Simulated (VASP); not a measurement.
# Rh (Fm-3m) in VASP: a series of runs, part 2 of 2

VASP 6.6.1. Earlier steps stand in the parts before.

## Step 4: Relaxation of cell and atoms, PBE

Input file INCAR:

```
PREC = Accurate
ENCUT = 500
EDIFF = 1E-7
ISMEAR = -1
SIGMA = 0.15
LREAL = False
LASPH = True
NELM = 120
ALGO = Normal
ISIF = 3
LWAVE = False
LCHARG = False
GGA = PE
IBRION = 2
NSW = 80
EDIFFG = -0.02
GGA_COMPAT = False
NELMIN = 4
```

Input file KPOINTS:

```
regular mesh
0
Gamma
  10 10 10
```

Input file POSCAR:

```
Rh
1.0
    0.0000000000      1.8978500000      1.8978500000
    1.8978500000      0.0000000000      1.8978500000
    1.8978500000      1.8978500000      0.0000000000
Rh
1
Direct
    0.0000000000      0.0000000000      0.0000000000
```

Potentials or basis: VASP PAW PBE potentials, release 64 (Rh_pv).

Launch:

```console
cat potpaw_PBE.64/Rh_pv/POTCAR > POTCAR
mpirun -np 1 vasp_std > vasp.out
```

OUTCAR:

```text
PREC = Accurate
   ENCUT = 500
   EDIFF = 1E-7
   ISMEAR = -1
   LREAL = False
   LASPH = True
   NELM = 120
   ISIF = 3
   GGA = PE
   IBRION = 2
   NSW = 80
   EDIFFG = -0.02
   NELMIN = 4

 ion  position               nearest neighbor table
   1  0.000  0.000  0.000-

  LATTYP: Found a face centered cubic cell.
 ALAT       =     3.7957000000

  Lattice vectors:

 A1 = (   0.0000000000,   1.8978500000,   1.8978500000)
 A2 = (   1.8978500000,   0.0000000000,   1.8978500000)
 A3 = (   1.8978500000,   1.8978500000,   0.0000000000)

Analysis of symmetry for initial positions (statically):
=====================================================================
 Subroutine PRICEL returns:
 Original cell was already a primitive cell.

 Routine SETGRP: Setting up the symmetry group for a
 face centered cubic supercell.

 Subroutine GETGRP returns: Found 48 space group operations
 (whereof 48 operations were pure point group operations)
 out of a pool of 48 trial point group operations.

The static configuration has the point symmetry O_h .

Analysis of symmetry for dynamics (positions and initial velocities):
=====================================================================
 Subroutine PRICEL returns:
 Original cell was already a primitive cell.

 Routine SETGRP: Setting up the symmetry group for a
 face centered cubic supercell.

 Subroutine GETGRP returns: Found 48 space group operations
 (whereof 48 operations were pure point group operations)
 out of a pool of 48 trial point group operations.

The dynamic configuration has the point symmetry O_h .

 Subroutine INISYM returns: Found 48 space group operations
 (whereof 48 operations are pure point group operations),
 and found     1 'primitive' translations

----------------------------------------------------------------------------------------

                                     Primitive cell

  volume of cell :      13.6715

  direct lattice vectors                    reciprocal lattice vectors
     0.000000000  1.897850000  1.897850000    -0.263456016  0.263456016  0.263456016
     1.897850000  0.000000000  1.897850000     0.263456016 -0.263456016  0.263456016
     1.897850000  1.897850000  0.000000000     0.263456016  0.263456016 -0.263456016

  length of vectors
     2.683965209  2.683965209  2.683965209     0.456319205  0.456319205  0.456319205

  position of ions in fractional coordinates (direct lattice)
     0.000000000  0.000000000  0.000000000

  ion indices of the primitive-cell ions
   primitive index   ion index
                 1           1

----------------------------------------------------------------------------------------

 KPOINTS: regular mesh

Automatic generation of k-mesh.
 Grid dimensions read from file:
 generate k-points for:   10   10   10

 Generating k-lattice:

  Cartesian coordinates                     Fractional coordinates (reciprocal lattice)
    -0.026345602  0.026345602  0.026345602     0.100000000  0.000000000  0.000000000
     0.026345602 -0.026345602  0.026345602     0.000000000  0.100000000  0.000000000
     0.026345602  0.026345602 -0.026345602     0.000000000  0.000000000  0.100000000

  Length of vectors
     0.045631921  0.045631921  0.045631921
[... 38 lines left out ...]
   total plane-waves  NPLWV =   8000
   dimension x,y,z NGX =    20 NGY =   20 NGZ =   20
   dimension x,y,z NGXF=    40 NGYF=   40 NGZF=   40
   ions per type =               1
   NGX,Y,Z   is equivalent  to a cutoff of  12.39, 12.39, 12.39 a.u.
   NGXF,Y,Z  is equivalent  to a cutoff of  24.78, 24.78, 24.78 a.u.
 SYSTEM =  unknown system
   PREC   = accura    normal or accurate (medium, high low for compatibility)
   ISTART =      0    job   : 0-new  1-cont  2-samecut
   ICHARG =      2    charge: 1-file 2-atom 10-const
   ISPIN  =      1    spin polarized calculation?
   LNONCOLLINEAR =      F non collinear calculations
   LSORBIT =      F    spin-orbit coupling
   LASPH  =      T    aspherical Exc in radial PAW
   ENCUT  =  500.0 eV  36.75 Ry    6.06 a.u.   4.89  4.89  4.89*2*pi/ulx,y,z
   NELM   =    120;   NELMIN=  4; NELMDL= -5     # of ELM steps
   EDIFF  = 0.1E-06   stopping-criterion for ELM
   LREAL  =      F    real-space projection
   EDIFFG = -.2E-01   stopping-criterion for IOM
   NSW    =     80    number of steps for IOM
   IBRION =      2    ionic relax: 0-MD 1-quasi-New 2-CG
   NFREE  =      1    steps in history (QN), initial steepest desc. (CG)
   ISIF   =      3    stress and relaxation
   ISYM   =      2    0-nonsym 1-usesym 2-fastsym
   POTIM  = 0.5000    time-step for ionic-motion
   TEBEG  =    0.0;   TEEND  =   0.0 temperature during run
   PSTRESS=    0.0 pullay stress
   NELECT =      15.0000    total number of electrons
   NUPDOWN=      -1.0000    fix difference up-down
   EMIN   =  10.00;   EMAX   =-10.00  energy-range for DOS
   EFERMI =   0.00;   METHOD = LEGACY
   ISMEAR =    -1;   SIGMA  =   0.15  broadening in eV -4-tet -1-fermi 0-gaus
   EFERMI_NEDOS =   21; number of points for ismear=-14 and -15
   IALGO  =     38    algorithm
   IMIX   =      4    mixing-type and parameters
     AMIX     =   0.40;   BMIX     =  1.00
     AMIX_MAG =   1.60;   BMIX_MAG =  1.00
  volume/ion in A,a.u.               =      13.67        92.26
  Fermi-wavevector in a.u.,A,eV,Ry     =   1.688496  3.190795 38.790465  2.851019
  Thomas-Fermi vector in A             =   2.770792
   LORBIT       =      0    0 simple, 1 ext, 2 COOP (PROOUT), +10 PAW based schemes
   GGA     = PE    functional components
   LHFCALC =     F    Hartree Fock is set to
   AEXX    =    0.0000 exact exchange contribution
   IVDW    =     0    specifies the selected vdW correction
   LEPSILON=     F    determine dielectric tensor
   LRPA    =     F    only Hartree local field effects (RPA)
 conjugate gradient relaxation of ions
 non-spin polarized calculation
  energy-cutoff  :      500.00
  volume of cell :       13.67
 maximum number of plane-waves:       360
   NGX =  9   NGY =  9   NGZ =  9

--------------------------------------- Ionic step        1  -------------------------------------------

 number of electron      15.0000007 magnetization

 Free energy of the ion-electron system (eV)
  ---------------------------------------------------
  ext. energy  EPLUGINS =         0.00000000
  ---------------------------------------------------
  free energy    TOTEN  =        -7.30986902 eV

  energy without entropy =       -7.21140196  energy(sigma->0) =       -7.26063549

------------------------ aborting loop because EDIFF is reached ----------------------------------------

  FORCE on cell =-STRESS in cart. coord.  units (eV):
  Direction    XX          YY          ZZ          XY          YZ          ZX
  --------------------------------------------------------------------------------------
  -------------------------------------------------------------------------------------
  Total        0.7104589      0.7104589      0.7104589      0.0000000      0.0000000      0.0000000
  in kB       83.2595133     83.2595133     83.2595133      0.0000000      0.0000000      0.0000000
  external PRESSURE =      83.2595133 kB  Pullay stress =       0.0000000 kB
[... 57 lines left out ...]
--------------------------------------- Ionic step        3  -------------------------------------------

 number of electron      15.0000002 magnetization

 Free energy of the ion-electron system (eV)
  ---------------------------------------------------
  ext. energy  EPLUGINS =         0.00000000
  ---------------------------------------------------
  free energy    TOTEN  =        -7.32049389 eV

  energy without entropy =       -7.21691528  energy(sigma->0) =       -7.26870458

 E-fermi :  11.4288     XC(G=0): -13.8665

 val. band max:       11.4105967391   @ k =   0.3000   0.3000   0.0000
 cond. band min:      11.4390514819   @ k =  -0.3000   0.3000   0.1000
 fundamental gap:      0.0284547428
 Fermi energy:        11.4288412993

 k-point     1 :       0.0000    0.0000    0.0000
  band No.  band energies     occupation
      1     -34.8914      2.00000
      2     -34.8914      2.00000
      3     -34.8914      2.00000
      4       3.6687      2.00000
      5       8.4852      2.00000
      6       8.4852      2.00000
      7       8.4852      2.00000
      8      10.4868      1.99626
      9      10.4868      1.99626
     10      27.4511      0.00000
     11      32.0525      0.00000
[... 309 lines left out ...]
 k-point    24 :       0.4000    0.3000    0.0000
  band No.  band energies     occupation
      1     -35.4026      2.00000
      2     -35.1021      2.00000
      3     -35.0812      2.00000
      4       6.0476      2.00000
      5       6.3732      2.00000
      6      10.0640      1.99978
      7      10.7924      1.97167
      8      11.9007      0.08250
      9      12.8123      0.00020
     10      25.5186      0.00000
     11      27.3483      0.00000

 [... further k-points ...]
[... 5 lines left out ...]
  --------------------------------------------------------------------------------------
  -------------------------------------------------------------------------------------
  Total       -0.0169217     -0.0169217     -0.0169217      0.0000000      0.0000000      0.0000000
  in kB       -1.9220171     -1.9220171     -1.9220171      0.0000000      0.0000000      0.0000000
  external PRESSURE =      -1.9220171 kB  Pullay stress =       0.0000000 kB
[... 16 lines left out ...]
  FREE ENERGIE OF THE ION-ELECTRON SYSTEM (eV)
  ---------------------------------------------------
  free  energy   TOTEN  =        -7.3204938885 eV

  energy  without entropy=       -7.2169152801  energy(sigma->0) =       -7.26870458

 reached required accuracy - stopping structural energy minimisation
```

OSZICAR:

```text
N       E                     dE             d eps       ncg     rms          rms(c)
DAV:   1     0.111954829329E+03    0.11195E+03   -0.91120E+03  1034   0.142E+03
DAV:   2    -0.640658546349E+01   -0.11836E+03   -0.11350E+03  1064   0.382E+02
DAV:   3    -0.779303994639E+01   -0.13865E+01   -0.13802E+01  1217   0.477E+01
DAV:   4    -0.780103415833E+01   -0.79942E-02   -0.79937E-02  1106   0.371E+00
[... 26 lines left out ...]
DAV:   5    -0.732055826780E+01   -0.51403E-03   -0.44797E-04  1148   0.269E-01    0.354E-02
DAV:   6    -0.732049382262E+01    0.64445E-04   -0.19210E-05  1097   0.652E-02    0.421E-03
DAV:   7    -0.732049328836E+01    0.53427E-06   -0.75341E-07  1184   0.129E-02    0.147E-03
DAV:   8    -0.732049395952E+01   -0.67117E-06   -0.28661E-08   631   0.296E-03    0.230E-04
DAV:   9    -0.732049388850E+01    0.71017E-07   -0.25674E-09   538   0.712E-04
   3 F= -.73204939E+01 E0= -.72687046E+01  d E =-.106249E-01
```

CONTCAR:

```text
Rh
   1.00000000000000
    -0.0000000000000000    1.9177359466368777    1.9177359466368777
     1.9177359466368777    0.0000000000000000    1.9177359466368777
     1.9177359466368777    1.9177359466368777    0.0000000000000000
  Rh
     1
Direct
     0.0000000000000000    0.0000000000000000    0.0000000000000000

  0.00000000E+00  0.00000000E+00  0.00000000E+00
```

Run time: 13 s. Hardware: 1 thread of Intel Xeon Platinum 8488C (Sapphire Rapids), shared host; peak memory 0.13 GiB.

Results:

```
Free energy                            : -7.3205 eV
Relaxed volume                         : 14.11 Å³/atom
Relaxed cell                           : a = 2.712 Å, b = 2.712 Å, c = 2.712 Å, α = 60.00°, β = 60.00°, γ = 60.00°
Space group after relaxing (to 0.05 Å) : Fm-3m (No. 225)
Energy gained by relaxing              : 10.6 meV/atom
Ionic steps                            : 3
Pressure after relaxing                : -0.2 GPa
```

The path:
| step | energy change (eV) | largest force (eV/Å) | pressure (GPa) | volume (Å³) |
| --- | --- | --- | --- | --- |
| 1 | 0.0000 | 0.0000 | 8.33 | 13.67 |
| 2 | 0.0406 | 0.0000 | -14.80 | 15.13 |
| 3 | -0.0106 | 0.0000 | -0.19 | 14.11 |

Final structure:
```
Rh
1.0
     0.00000    1.91774    1.91774
     1.91774    0.00000    1.91774
     1.91774    1.91774    0.00000
Rh
1
Direct
  0.00000 0.00000 0.00000
```

PBE usually gives volumes a little too large and moduli too small. Zero-point motion and thermal expansion aren't in these numbers.

## Step 5: Relaxation of cell and atoms, PBE+D3(BJ)

Input file INCAR:

```
PREC = Accurate ; ENCUT = 500
EDIFF = 1E-7 ; ISMEAR = -1
SIGMA = 0.15 ; LREAL = False
LASPH = True ; NELM = 120
ALGO = Normal ; ISIF = 3
LWAVE = False ; LCHARG = False
GGA = PE ; IVDW = 12
IBRION = 2 ; NSW = 80
EDIFFG = -0.02 ; GGA_COMPAT = False
NELMIN = 4
```

KPOINTS is that of step 4.

POSCAR is that of step 4.

Potentials or basis: VASP PAW PBE potentials, release 64 (Rh_pv).

Launch:

```console
cat potpaw_PBE.64/Rh_pv/POTCAR > POTCAR
mpirun -np 1 vasp_std > vasp.out
```

OUTCAR:

```text
PREC = Accurate
   ENCUT = 500
   EDIFF = 1E-7
   ISMEAR = -1
   LREAL = False
   LASPH = True
   NELM = 120
   ISIF = 3
   GGA = PE
   IVDW = 12
   IBRION = 2
   NSW = 80
   EDIFFG = -0.02
   NELMIN = 4
 IVDW          = 12

 ion  position               nearest neighbor table
   1  0.000  0.000  0.000-

  LATTYP: Found a face centered cubic cell.
 ALAT       =     3.7957000000

  Lattice vectors:

 A1 = (   0.0000000000,   1.8978500000,   1.8978500000)
 A2 = (   1.8978500000,   0.0000000000,   1.8978500000)
 A3 = (   1.8978500000,   1.8978500000,   0.0000000000)

Analysis of symmetry for initial positions (statically):
=====================================================================
 Subroutine PRICEL returns:
 Original cell was already a primitive cell.

 Routine SETGRP: Setting up the symmetry group for a
 face centered cubic supercell.
[... 247 lines left out ...]
  ext. energy  EPLUGINS =         0.00000000
  ---------------------------------------------------
  free energy    TOTEN  =        -7.31076607 eV

  energy without entropy =       -7.21209503  energy(sigma->0) =       -7.26143055

 E-fermi :  11.9768     XC(G=0): -14.0595

 val. band max:       11.9570168725   @ k =   0.3000   0.3000   0.0000
 cond. band min:      11.9836074506   @ k =  -0.3000   0.3000   0.1000
 fundamental gap:      0.0265905781
 Fermi energy:        11.9767785654

 k-point     1 :       0.0000    0.0000    0.0000
  band No.  band energies     occupation
      1     -34.3991      2.00000
      2     -34.3991      2.00000
      3     -34.3991      2.00000
      4       3.9930      2.00000
      5       8.8884      2.00000
      6       8.8884      2.00000
      7       8.8884      2.00000
      8      10.9880      1.99726
      9      10.9880      1.99726
     10      27.9776      0.00000
     11      32.5072      0.00000
[... 309 lines left out ...]
 k-point    24 :       0.4000    0.3000    0.0000
  band No.  band energies     occupation
      1     -34.9665      2.00000
      2     -34.6324      2.00000
      3     -34.6090      2.00000
      4       6.3520      2.00000
      5       6.6800      2.00000
      6      10.5446      1.99986
      7      11.3041      1.97769
      8      12.4728      0.07069
      9      13.3991      0.00015
     10      26.3259      0.00000
     11      28.1611      0.00000

 [... further k-points ...]

------------------------ aborting loop because EDIFF is reached ----------------------------------------

 Edisp (eV)   -0.65025

 E8    (eV) :    -0.2919
[... 24 lines left out ...]
  FREE ENERGIE OF THE ION-ELECTRON SYSTEM (eV)
  ---------------------------------------------------
  free  energy   TOTEN  =        -7.9610155811 eV

  energy  without entropy=       -7.8623445383  energy(sigma->0) =       -7.91168006

 reached required accuracy - stopping structural energy minimisation
```

OSZICAR:

```text
N       E                     dE             d eps       ncg     rms          rms(c)
DAV:   1     0.111954829329E+03    0.11195E+03   -0.91120E+03  1034   0.142E+03
DAV:   2    -0.640658546349E+01   -0.11836E+03   -0.11350E+03  1064   0.382E+02
DAV:   3    -0.779303994639E+01   -0.13865E+01   -0.13802E+01  1217   0.477E+01
DAV:   4    -0.780103415833E+01   -0.79942E-02   -0.79937E-02  1106   0.371E+00
[... 21 lines left out ...]
DAV:   3    -0.731074971785E+01    0.27249E-04   -0.12319E-04  1112   0.152E-01    0.409E-02
DAV:   4    -0.731076751189E+01   -0.17794E-04   -0.27540E-05  1079   0.746E-02    0.356E-03
DAV:   5    -0.731076682113E+01    0.69076E-06   -0.67312E-07  1157   0.126E-02    0.174E-03
DAV:   6    -0.731076605588E+01    0.76524E-06   -0.29440E-08   607   0.257E-03    0.164E-04
DAV:   7    -0.731076607300E+01   -0.17120E-07   -0.30072E-09   535   0.890E-04
   3 F= -.79610156E+01 E0= -.79116801E+01  d E =-.205400E-04
```

Run time: 10 s. Hardware: 1 thread of Intel Xeon Platinum 8488C (Sapphire Rapids), shared host; peak memory 0.14 GiB.

What came out:

- Free energy: -7.9610 eV
- Relaxed volume: 13.69 Å³/atom
- Relaxed cell: a = 2.685 Å, b = 2.685 Å, c = 2.685 Å, α = 60.00°, β = 60.00°, γ = 60.00°
- Space group after relaxing (to 0.05 Å): Fm-3m (No. 225)
- Energy gained by relaxing: 0.0 meV/atom
- Ionic steps: 3
- Pressure after relaxing: 0.0 GPa
- Dispersion energy per atom: -0.650 eV

Final structure:
```cif
data_structure
_symmetry_space_group_name_H-M 'P 1'
_symmetry_Int_Tables_number 1
_cell_length_a 2.6851
_cell_length_b 2.6851
_cell_length_c 2.6851
_cell_angle_alpha 60.000
_cell_angle_beta 60.000
_cell_angle_gamma 60.000
_cell_volume 13.69
loop_
_atom_site_label
_atom_site_type_symbol
_atom_site_fract_x
_atom_site_fract_y
_atom_site_fract_z
_atom_site_occupancy
Rh1 Rh 0.00000 0.00000 0.00000 1
```

Caveat: pairwise dispersion overbinds metals, which lowers pressure and volume.

## Step 6: Summary

```csv
task,level,cell,gap on the mesh (eV),pressure (GPa),relaxed volume (Å³/atom)
single point,PBE+D3(BJ),"a = 2.685 Å, angles 60.0°, 1 atom",none,0.2,-
single point,PBE,"a = 2.711 Å, angles 60.0°, 1 atom",none,0.2,-
relaxation of cell and atoms,PBE,"relaxed from a = 2.684 Å, angles 60.0°, 1 atom",none,-0.2,14.11
relaxation of cell and atoms,PBE+D3(BJ),"relaxed from a = 2.684 Å, angles 60.0°, 1 atom",none,0.0,13.69
```

Alike in all rows: potentials or basis VASP PAW PBE potentials, release 64 (Rh_pv); no spin polarisation; k mesh 10 × 10 × 10; cutoff (eV) 500; smearing fermi-dirac 0.15 eV.

Caveats: pairwise dispersion overbinds metals, which lowers pressure and volume (some runs).

Absolute energies hang on the potentials; compare differences alone.
